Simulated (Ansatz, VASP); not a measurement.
# MgO in VASP and in Ansatz

The input INCAR:

```
SYSTEM = MgO
ALGO = Normal ; EDIFF = 1E-7
EDIFFG = -0.01 ; ENCUT = 600
GGA = PE ; IBRION = 2
ISIF = 3 ; ISMEAR = 0
LASPH = .TRUE. ; LCHARG = .FALSE.
LREAL = .FALSE. ; LWAVE = .FALSE.
NELM = 100 ; NSW = 100
PREC = Accurate ; SIGMA = 0.02
```

File KPOINTS:

```
k-points
0
G
  12 12 4
  0 0 0
```

POSCAR

```
MgO
1.0
    3.1162687010      0.0000000000      0.0000000000
   -1.5581343505      2.6987678601      0.0000000000
    0.0000000000      0.0000000000      7.7470348087
Mg O
3 3
Direct
    0.0000000000      0.5000000000      0.1666666667
    0.5000000000      0.5000000000      0.8333333333
    0.5000000000      0.0000000000      0.5000000000
    0.5000000000      0.5000000000      0.3333333333
    0.5000000000      0.0000000000      0.0000000000
    0.0000000000      0.5000000000      0.6666666667
```

Input for Ansatz:

```yaml
crystal:
  lattice:
    - [3.116268701, 0.0, 0.0]
    - [-1.5581343505, 2.6987678601, 0.0]
    - [0.0, 0.0, 7.7470348087]
  atoms:
    - { symbol: Mg, position: [0.0, 0.5, 0.1666666667] }
    - { symbol: Mg, position: [0.5, 0.5, 0.8333333333] }
    - { symbol: Mg, position: [0.5, 0.0, 0.5] }
    - { symbol: O, position: [0.5, 0.5, 0.3333333333] }
    - { symbol: O, position: [0.5, 0.0, 0.0] }
    - { symbol: O, position: [0.0, 0.5, 0.6666666667] }
basis:
  ecutwfc: 420
kpoints:
  mp_grid: { grid: [12, 12, 4] }
hamiltonian:
  xc: pbe
scf:
  occupations: { method: gaussian, width: 0.02 }
output:
  forces: true
  stress: true
  eigenvalues: true
  write_density: true
  write_potential: true
  elf: true
  volumetric_format: npy
relax:
  adjacent_minimum: "off"
  f_tol: 0.01
  max_steps: 80
  cell: { stress_tol: 0.05 }
```

Alike in both runs: task relaxation of cell and atoms; functional PBE; k mesh 12 × 12 × 4; occupations gaussian, width 0.02 eV; no spin polarisation.

|  | VASP | Ansatz |
| --- | --- | --- |
| version | VASP 6.6.1 | Ansatz 0.2.0 |
| potentials or method | VASP PAW PBE potentials, release 64 (Mg, O), cutoff 600 eV | scalar-relativistic, plane waves, PAW |
| valence electrons in the cell | 24 | 48 |

```tsv
	VASP	Ansatz	Ansatz less VASP
gap on the k mesh at the Fermi level, each at its own relaxed structure (eV)	3.04	3.02	-0.013
relaxed volume (Å³/atom)	10.80	10.86	+0.055
relaxed length of the cell vector where the two differ most in proportion (Å)	7.735	7.750	+0.0154
```

VASP's potentials hold 24 valence electrons a cell and Ansatz's 48, so a difference there can come from the potentials and not from the codes.
